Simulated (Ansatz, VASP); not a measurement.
**One calculation of Si, two programs**

Contents of INCAR:

```
SYSTEM = Si
ALGO     = Normal         ! electronic algorithm
EDIFF    = 1E-6           ! SCF threshold, eV
ENCUT    = 520            ! plane-wave cutoff, eV
GGA      = CA             ! functional
ISIF     = 2              ! what is computed and relaxed
ISMEAR   = -1             ! smearing method
LASPH    = .TRUE.         ! aspherical terms in the spheres
LCHARG   = .FALSE.        ! write CHGCAR
LREAL    = .FALSE.        ! projectors in reciprocal space
LWAVE    = .FALSE.        ! write WAVECAR
NBANDS   = 11             ! bands
NELM     = 80             ! most SCF steps
PREC     = Accurate       ! precision mode
SIGMA    = 0.1            ! smearing width, eV
```

Contents of KPOINTS:

```
k-points
0
G
  15 15 11
  0 0 0
```

The input POSCAR:

```
Si
1.0
   -2.4378978939      2.4390626382      1.3459380350
    2.4390626382     -2.4378978939      1.3459380350
    2.4385065052      2.4385065052     -1.3438048036
Si
2
Direct
    0.0000145753      0.9999854247      0.0000000000
    0.7499854247      0.2500145753      0.5000000000
```

Input for Ansatz:

```yaml
crystal:
  lattice:
    - [-2.4378978939, 2.4390626382, 1.345938035]
    - [2.4390626382, -2.4378978939, 1.345938035]
    - [2.4385065052, 2.4385065052, -1.3438048036]
  atoms:
    - { symbol: Si, position: [1.45753e-05, 0.9999854247, 0.0] }
    - { symbol: Si, position: [0.7499854247, 0.2500145753, 0.5] }
hamiltonian:
  xc: lda
  pseudopotentials:
    kind: paw
    azcp:
      Si: "pseudopotentials/Si.paw.azcp"
basis:
  ecutwfc: 420
  fft_grid_basis: typed
kpoints:
  mp_grid: { grid: [15, 15, 11], shift: [0, 0, 0] }
magnetization:
  spin_polarized: false
scf:
  occupations: { method: fermi_dirac, width: 0.1 }
  lower_state_search: "off"
output:
  stress: true
  write_density: true
  write_potential: true
  elf: true
  volumetric_format: npy
```

Alike in both runs: task single point; functional LDA; k mesh 15 × 15 × 11; occupations fermi-dirac, width 0.1 eV; no spin polarisation.

|  | VASP | Ansatz |
| --- | --- | --- |
| version | VASP 6.6.1 | Ansatz 0.2.0 |
| potentials or method | VASP PAW LDA potentials, release 64 (Si), cutoff 520 eV | plane waves (420 eV) with PAW, scalar-relativistic |
| valence electrons in the cell | 8 | 8 |

```csv
,VASP,Ansatz,Ansatz less VASP
pressure (GPa),-7.5,-7.6,-0.05
"traceless stress, the component that is largest in VASP (GPa)",0.82,0.82,+0.004
```

Ansatz warns that its potentials were made for another functional, while VASP's fit it. LDA's correlation is that of Perdew and Zunger in VASP and of Perdew and Wang (1992) in Ansatz.
